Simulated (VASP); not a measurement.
# SbMo (P6_3/mmc) in VASP: notebook

The runs below take SbMo through electric field gradients, with PBE.

Everything below comes from runs of VASP 6.6.1. Logs are shortened: lines on timing, memory, paths and dates and some standing lists are left out, and cuts for length are marked.

## (1) The cell of the first run

It takes space group P6_3/mmc (No. 194, hexagonal). Conventional cell: a = 4.644 Å, b = 4.644 Å, c = 5.454 Å, α = 90.00°, β = 90.00°, γ = 120.00°. Within 3.5 Å of Mo (site symmetry -6m2) lie 5 Sb at 2.68 to 2.73 Å. Within 3.5 Å of Sb (site symmetry -6m2) lie 5 Mo at 2.68 to 2.73 Å.

## (2) Electric field gradients, PBE

INCAR reads:

```
SYSTEM = SbMo
ALGO = Normal
EDIFF = 1E-8
ENCUT = 520
GGA = PE
ISIF = 2
ISMEAR = -1
LASPH = .TRUE.
LCHARG = .FALSE.
LEFG = .TRUE.
LREAL = .FALSE.
LWAVE = .FALSE.
NBANDS = 27
NELM = 100
PREC = Accurate
SIGMA = 0.05
```

KPOINTS reads:

```
k-points
0
G
  9 9 5
  0 0 0
```

POSCAR reads:

```
SbMo
1.0
    4.6437666217      0.0000000000      0.0000000000
   -2.3218833109      4.0216198636      0.0000000000
    0.0000000000      0.0000000000      5.4541150899
Mo Sb
2 2
Direct
    0.3333333333      0.6666666667     -0.0619932741
    0.6666666667      0.3333333333      0.4380067259
    0.3333333333      0.6666666667      0.4379932741
    0.6666666667      0.3333333333      0.9379932741
```

Potentials or basis: VASP PAW PBE potentials, release 64 (Mo_sv, Sb).

The run is started by

```sh
cat potpaw_PBE.64/Mo_sv/POTCAR potpaw_PBE.64/Sb/POTCAR > POTCAR
mpirun -np 1 vasp_std > vasp.out
```

OUTCAR:

```text
SYSTEM = SbMo
   EDIFF = 1E-8
   ENCUT = 520
   GGA = PE
   ISIF = 2
   ISMEAR = -1
   LASPH = .TRUE.
   LREAL = .FALSE.
   NELM = 100
   PREC = Accurate

 ion  position               nearest neighbor table
   1  0.333  0.667  0.938-   4 2.68   4 2.68   4 2.68   3 2.73   3 2.73
   2  0.667  0.333  0.438-   3 2.68   3 2.68   3 2.68   4 2.73   4 2.73
   3  0.333  0.667  0.438-   2 2.68   2 2.68   2 2.68   1 2.73   1 2.73
   4  0.667  0.333  0.938-   1 2.68   1 2.68   1 2.68   2 2.73   2 2.73

  LATTYP: Found a hexagonal cell.
 ALAT       =     4.6437666217
 C/A-ratio  =     1.1745024103

  Lattice vectors:

 A1 = (   4.6437666217,   0.0000000000,   0.0000000000)
 A2 = (  -2.3218833109,   4.0216198636,   0.0000000000)
 A3 = (   0.0000000000,   0.0000000000,   5.4541150899)

Analysis of symmetry for initial positions (statically):
=====================================================================
 Subroutine PRICEL returns:
 Original cell was already a primitive cell.

 Routine SETGRP: Setting up the symmetry group for a
 hexagonal supercell.

 Subroutine GETGRP returns: Found 12 space group operations
 (whereof  6 operations were pure point group operations)
 out of a pool of 24 trial point group operations.

The static configuration has the point symmetry C_3v.
 The point group associated with its full space group is C_6v.

Analysis of symmetry for dynamics (positions and initial velocities):
=====================================================================
 Subroutine PRICEL returns:
 Original cell was already a primitive cell.

 Routine SETGRP: Setting up the symmetry group for a
 hexagonal supercell.

 Subroutine GETGRP returns: Found 12 space group operations
 (whereof  6 operations were pure point group operations)
 out of a pool of 24 trial point group operations.

The dynamic configuration has the point symmetry C_3v.
 The point group associated with its full space group is C_6v.

 Subroutine INISYM returns: Found 12 space group operations
 (whereof  6 operations are pure point group operations),
 and found     1 'primitive' translations

----------------------------------------------------------------------------------------

                                     Primitive cell

  volume of cell :     101.8581

  direct lattice vectors                    reciprocal lattice vectors
     4.643766622  0.000000000  0.000000000     0.215342432  0.124328011  0.000000000
    -2.321883311  4.021619864  0.000000000     0.000000000  0.248656023  0.000000000
     0.000000000  0.000000000  5.454115090     0.000000000  0.000000000  0.183347800

  length of vectors
     4.643766622  4.643766622  5.454115090     0.248656023  0.248656023  0.183347800

  position of ions in fractional coordinates (direct lattice)
     0.333333333  0.666666667  0.938006726
     0.666666667  0.333333333  0.438006726
     0.333333333  0.666666667  0.437993274
     0.666666667  0.333333333  0.937993274

  ion indices of the primitive-cell ions
   primitive index   ion index
                 1           1
                 2           2
                 3           3
                 4           4

----------------------------------------------------------------------------------------

 KPOINTS: k-points

Automatic generation of k-mesh.
 Grid dimensions read from file:
 generate k-points for:    9    9    5

 Generating k-lattice:

  Cartesian coordinates                     Fractional coordinates (reciprocal lattice)
     0.023926937  0.013814223  0.000000000     0.111111111 -0.000000000  0.000000000
     0.000000000  0.027628447  0.000000000     0.000000000  0.111111111  0.000000000
     0.000000000  0.000000000  0.036669560     0.000000000  0.000000000  0.200000000

  Length of vectors
[... 40 lines left out ...]
   dimension x,y,z NGX =    36 NGY =   36 NGZ =   42
   dimension x,y,z NGXF=    72 NGYF=   72 NGZF=   84
   ions per type =               2   2
   NGX,Y,Z   is equivalent  to a cutoff of  12.89, 12.89, 12.80 a.u.
   NGXF,Y,Z  is equivalent  to a cutoff of  25.78, 25.78, 25.60 a.u.
 SYSTEM =  SbMo
   PREC   = accura    normal or accurate (medium, high low for compatibility)
   ISTART =      0    job   : 0-new  1-cont  2-samecut
   ICHARG =      2    charge: 1-file 2-atom 10-const
   ISPIN  =      1    spin polarized calculation?
   LNONCOLLINEAR =      F non collinear calculations
   LSORBIT =      F    spin-orbit coupling
   LASPH  =      T    aspherical Exc in radial PAW
   ENCUT  =  520.0 eV  38.22 Ry    6.18 a.u.   8.63  8.63 10.14*2*pi/ulx,y,z
   NELM   =    100;   NELMIN=  2; NELMDL= -5     # of ELM steps
   EDIFF  = 0.1E-07   stopping-criterion for ELM
   LREAL  =      F    real-space projection
   EDIFFG = 0.1E-06   stopping-criterion for IOM
   NSW    =      0    number of steps for IOM
   IBRION =     -1    ionic relax: 0-MD 1-quasi-New 2-CG
   NFREE  =      0    steps in history (QN), initial steepest desc. (CG)
   ISIF   =      2    stress and relaxation
   ISYM   =      2    0-nonsym 1-usesym 2-fastsym
   POTIM  = 0.5000    time-step for ionic-motion
   TEBEG  =    0.0;   TEEND  =   0.0 temperature during run
   PSTRESS=    0.0 pullay stress
   NELECT =      38.0000    total number of electrons
   NUPDOWN=      -1.0000    fix difference up-down
   EMIN   =  10.00;   EMAX   =-10.00  energy-range for DOS
   EFERMI =   0.00;   METHOD = LEGACY
   ISMEAR =    -1;   SIGMA  =   0.05  broadening in eV -4-tet -1-fermi 0-gaus
   EFERMI_NEDOS =   21; number of points for ismear=-14 and -15
   IALGO  =     38    algorithm
   IMIX   =      4    mixing-type and parameters
     AMIX     =   0.40;   BMIX     =  1.00
     AMIX_MAG =   1.60;   BMIX_MAG =  1.00
  volume/ion in A,a.u.               =      25.46       171.84
  Fermi-wavevector in a.u.,A,eV,Ry     =   1.178521  2.227082 18.897304  1.388913
  Thomas-Fermi vector in A             =   2.314849
   LORBIT       =      0    0 simple, 1 ext, 2 COOP (PROOUT), +10 PAW based schemes
   GGA     = PE    functional components
   LHFCALC =     F    Hartree Fock is set to
   AEXX    =    0.0000 exact exchange contribution
   IVDW    =     0    specifies the selected vdW correction
   LEPSILON=     F    determine dielectric tensor
   LRPA    =     F    only Hartree local field effects (RPA)
 non-spin polarized calculation
  energy-cutoff  :      520.00
  volume of cell :      101.86
 maximum number of plane-waves:      2761
 NGX is ok and might be reduce to    36
   NGX = 17   NGY = 17   NGZ = 21

 number of electron      38.0000003 magnetization

 Free energy of the ion-electron system (eV)
  ---------------------------------------------------
  ext. energy  EPLUGINS =         0.00000000
  ---------------------------------------------------
  free energy    TOTEN  =       -26.59037860 eV

  energy without entropy =      -26.52496584  energy(sigma->0) =      -26.55767222

 E-fermi :   7.6140     XC(G=0): -10.2112

 val. band max:        7.6073741136   @ k =   0.0000   0.0000   0.4000
 cond. band min:       7.6230051102   @ k =   0.0000   0.0000   0.0000
 fundamental gap:      0.0156309966
 Fermi energy:         7.6140357338

 k-point     1 :       0.0000    0.0000    0.0000
  band No.  band energies     occupation
      1     -53.2551      2.00000
      2     -53.2495      2.00000
      3     -27.6202      2.00000
      4     -27.5705      2.00000
      5     -27.3172      2.00000
      6     -27.3172      2.00000
[... 709 lines left out ...]
     26      10.7064      0.00000
     27      14.3696      0.00000

 [... further k-points ...]

------------------------ aborting loop because EDIFF is reached ----------------------------------------

  FORCE on cell =-STRESS in cart. coord.  units (eV):
  Direction    XX          YY          ZZ          XY          YZ          ZX
  --------------------------------------------------------------------------------------
  -------------------------------------------------------------------------------------
  Total       -0.0321672     -0.0321672     -0.0732423      0.0000000     -0.0000000      0.0000000
  in kB       -0.5059739     -0.5059739     -1.1520654      0.0000000     -0.0000000      0.0000000
  external PRESSURE =      -0.7213378 kB  Pullay stress =       0.0000000 kB

 VOLUME and BASIS-vectors are now :
 -----------------------------------------------------------------------------
  energy-cutoff  :      520.00
  volume of cell :      101.86
      direct lattice vectors                 reciprocal lattice vectors
     4.643766622  0.000000000  0.000000000     0.215342432  0.124328011  0.000000000
    -2.321883311  4.021619864  0.000000000     0.000000000  0.248656023  0.000000000
     0.000000000  0.000000000  5.454115090     0.000000000  0.000000000  0.183347800

 POSITION                                       TOTAL-FORCE (eV/Angst)
 -----------------------------------------------------------------------------------
     -0.00000      2.68108      5.11600        -0.000000     -0.000000     -0.000776
      2.32188      1.34054      2.38894         0.000000      0.000000     -0.000776
     -0.00000      2.68108      2.38887         0.000000      0.000000      0.000776
      2.32188      1.34054      5.11592        -0.000000     -0.000000      0.000776
 -----------------------------------------------------------------------------------
    total drift:                               -0.000000      0.000000     -0.000349

  FREE ENERGIE OF THE ION-ELECTRON SYSTEM (eV)
  ---------------------------------------------------
  free  energy   TOTEN  =       -26.5903786025 eV

  energy  without entropy=      -26.5249658389  energy(sigma->0) =      -26.55767222

 Electric field gradients (V/A^2)
---------------------------------------------------------------------
 ion       V_xx      V_yy      V_zz      V_xy      V_xz      V_yz
---------------------------------------------------------------------
   1     -16.765   -16.766    33.532    -0.001    -0.000     0.000
   2     -16.765   -16.766    33.532    -0.001     0.000    -0.000
   3     -28.596   -28.596    57.192     0.000    -0.000     0.000
   4     -28.596   -28.596    57.192     0.000     0.000    -0.000
---------------------------------------------------------------------

 Electric field gradients after diagonalization (V/A^2)
 (convention: |V_zz| > |V_xx| > |V_yy|)
----------------------------------------------------------------------
 ion       V_xx      V_yy      V_zz     asymmetry (V_yy - V_xx)/ V_zz
----------------------------------------------------------------------
   1     -16.767   -16.765    33.532       0.000
   2     -16.767   -16.765    33.532       0.000
   3     -28.596   -28.596    57.192       0.000
   4     -28.596   -28.596    57.192       0.000
----------------------------------------------------------------------

           NMR quadrupolar parameters

 Cq : quadrupolar parameter    Cq=e*Q*V_zz/h
 eta: asymmetry parameters     (V_yy - V_xx)/ V_zz
 Q  : nuclear electric quadrupole moment in mb (millibarn)
----------------------------------------------------------------------
 ion       Cq(MHz)       eta       Q (mb)
----------------------------------------------------------------------
   1       0.081       0.000       1.000
   2       0.081       0.000       1.000
   3       0.138       0.000       1.000
   4       0.138       0.000       1.000
----------------------------------------------------------------------
```

It took 84 s on 1 thread of Intel Xeon Platinum 8375C at 2.90GHz (Ice Lake), shared host; peak memory 0.27 GiB.

What came out:

* Free energy: -26.5904 eV
* Pressure: -0.1 GPa
* Band gap on the k mesh: zero (bands 19 and 20 overlap by 0.52 eV)
* Largest electric field gradient by atom: Mo +33.5; Sb +57.2 V/Å²

Electric field gradients, principal values (V/Å²):
```csv
atom,least,middle,greatest (by size)
1 Mo,-16.765,-16.767,33.532
2 Mo,-16.765,-16.767,33.532
3 Sb,-28.596,-28.596,57.192
4 Sb,-28.596,-28.596,57.192
```

Caveat: without QUAD_EFG the Cq values of the log hold for a quadrupole moment of 1 mb, not for the nuclei; spin-orbit coupling is left out, which moves the levels of the heavy elements.

## (3) Electric field gradients, PBE

INCAR reads:

```
PREC = Accurate
ENCUT = 520
EDIFF = 1E-8
ISMEAR = -1
SIGMA = 0.05
LREAL = False
LASPH = True
NELM = 60
ALGO = Normal
ISIF = 2
LWAVE = False
LCHARG = False
GGA = PE
LEFG = True
NBANDS = 27
```

KPOINTS reads:

```
regular mesh
0
Gamma
  9 9 5
```

POSCAR is that of step 2.

Potentials or basis: VASP PAW PBE potentials, release 64 (Mo_sv, Sb).

The run is started by

```sh
cat potpaw_PBE.64/Mo_sv/POTCAR potpaw_PBE.64/Sb/POTCAR > POTCAR
mpirun -np 1 vasp_std > vasp.out
```

OUTCAR:

```text
PREC = Accurate
   ENCUT = 520
   EDIFF = 1E-8
   ISMEAR = -1
   LREAL = False
   LASPH = True
   NELM = 60
   ISIF = 2
   GGA = PE

 ion  position               nearest neighbor table
   1  0.333  0.667  0.938-   4 2.68   4 2.68   4 2.68   3 2.73   3 2.73
   2  0.667  0.333  0.438-   3 2.68   3 2.68   3 2.68   4 2.73   4 2.73
   3  0.333  0.667  0.438-   2 2.68   2 2.68   2 2.68   1 2.73   1 2.73
   4  0.667  0.333  0.938-   1 2.68   1 2.68   1 2.68   2 2.73   2 2.73

  LATTYP: Found a hexagonal cell.
 ALAT       =     4.6437666217
 C/A-ratio  =     1.1745024103

  Lattice vectors:

 A1 = (   4.6437666217,   0.0000000000,   0.0000000000)
 A2 = (  -2.3218833109,   4.0216198636,   0.0000000000)
 A3 = (   0.0000000000,   0.0000000000,   5.4541150899)

Analysis of symmetry for initial positions (statically):
=====================================================================
 Subroutine PRICEL returns:
 Original cell was already a primitive cell.
[... 926 lines left out ...]
     -0.00000      2.68108      5.11600        -0.000000     -0.000000     -0.000776
      2.32188      1.34054      2.38894         0.000000      0.000000     -0.000776
     -0.00000      2.68108      2.38887         0.000000      0.000000      0.000776
      2.32188      1.34054      5.11592        -0.000000     -0.000000      0.000776
 -----------------------------------------------------------------------------------
    total drift:                               -0.000000      0.000000     -0.000349

  FREE ENERGIE OF THE ION-ELECTRON SYSTEM (eV)
  ---------------------------------------------------
  free  energy   TOTEN  =       -26.5903786025 eV

  energy  without entropy=      -26.5249658389  energy(sigma->0) =      -26.55767222

 Electric field gradients (V/A^2)
---------------------------------------------------------------------
 ion       V_xx      V_yy      V_zz      V_xy      V_xz      V_yz
---------------------------------------------------------------------
   1     -16.765   -16.766    33.532    -0.001    -0.000     0.000
   2     -16.765   -16.766    33.532    -0.001     0.000    -0.000
   3     -28.596   -28.596    57.192     0.000    -0.000     0.000
   4     -28.596   -28.596    57.192     0.000     0.000    -0.000
---------------------------------------------------------------------

 Electric field gradients after diagonalization (V/A^2)
 (convention: |V_zz| > |V_xx| > |V_yy|)
----------------------------------------------------------------------
 ion       V_xx      V_yy      V_zz     asymmetry (V_yy - V_xx)/ V_zz
----------------------------------------------------------------------
   1     -16.767   -16.765    33.532       0.000
   2     -16.767   -16.765    33.532       0.000
   3     -28.596   -28.596    57.192       0.000
   4     -28.596   -28.596    57.192       0.000
----------------------------------------------------------------------

           NMR quadrupolar parameters

 Cq : quadrupolar parameter    Cq=e*Q*V_zz/h
 eta: asymmetry parameters     (V_yy - V_xx)/ V_zz
 Q  : nuclear electric quadrupole moment in mb (millibarn)
----------------------------------------------------------------------
 ion       Cq(MHz)       eta       Q (mb)
----------------------------------------------------------------------
   1       0.081       0.000       1.000
   2       0.081       0.000       1.000
   3       0.138       0.000       1.000
   4       0.138       0.000       1.000
----------------------------------------------------------------------
```

Run time: 96 s. Hardware: 1 thread of Intel Xeon Platinum 8375C at 2.90GHz (Ice Lake), shared host; peak memory 0.27 GiB.

Results:

| Property | Result |
| --- | --- |
| Free energy | -26.5904 eV |
| Pressure | -0.1 GPa |
| Band gap on the k mesh | zero (bands 19 and 20 overlap by 0.52 eV) |
| Largest electric field gradient by atom | Mo +33.5; Sb +57.2 V/Å² |

Levels at points of the mesh, in eV from the Fermi level:
| k point | band 15 | band 16 | band 17 | band 18 | band 19 | band 20 | band 21 | band 22 | band 23 | band 24 |
| --- | --- | --- | --- | --- | --- | --- | --- | --- | --- | --- |
| (0.00, 0.00, 0.00) | -3.03 | -1.49 | -1.49 | -0.89 | 0.01 | 0.01 | 1.11 | 1.62 | 2.67 | 2.67 |

Electric field gradients, principal values (V/Å²):
```
atom    least   middle  greatest (by size)
1 Mo  -16.765  -16.767              33.532
2 Mo  -16.765  -16.767              33.532
3 Sb  -28.596  -28.596              57.192
4 Sb  -28.596  -28.596              57.192
```

Caveat: without QUAD_EFG the Cq values of the log hold for a quadrupole moment of 1 mb, not for the nuclei; spin-orbit coupling is left out, which moves the levels of the heavy elements.
